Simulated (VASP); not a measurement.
A run of VASP 6.6.1:

INCAR

```
SYSTEM = FePt
PREC = Accurate
ENCUT = 600
EDIFF = 1E-7
ISMEAR = -1
SIGMA = 0.05
LREAL = .False.
LASPH = .True.
NELM = 200
ALGO = Normal
ISIF = 3
LWAVE = .False.
LCHARG = .False.
ISPIN = 2
MAGMOM = 0 3
LORBIT = 11
LMAXMIX = 4
GGA = CA
IBRION = 2
NSW = 60
EDIFFG = -0.01
GGA_COMPAT = .False.
NELMIN = 4
```

KPOINTS

```
regular mesh
0
Gamma
  10 10 7
  0 0 0
```

Contents of POSCAR:

```
FePt
1.0
    2.7235000000      0.0000000000      0.0000000000
    0.0000000000      2.7235000000      0.0000000000
    0.0000000000      0.0000000000      3.7200000000
Pt Fe
1 1
Direct
    0.5000000000      0.5000000000      0.5000000000
    0.0000000000      0.0000000000      0.0000000000
```

Potentials or basis: VASP PAW LDA potentials, release 64 (Pt, Fe).

Run with:

```sh
$ cat potpaw_LDA.64/Pt/POTCAR potpaw_LDA.64/Fe/POTCAR > POTCAR
$ mpirun -np 1 vasp_std > vasp.out
```

Hardware: 1 thread of Oxide Virtual Turin-like Processor, on a shared host.

Q: Estimate the wall time of this run.

A: Run time: 6.8 min on 1 thread of Oxide Virtual Turin-like Processor, on a shared host, peak memory 0.18 GiB. Counts: scf iterations 60, k points 84, ion steps 6.
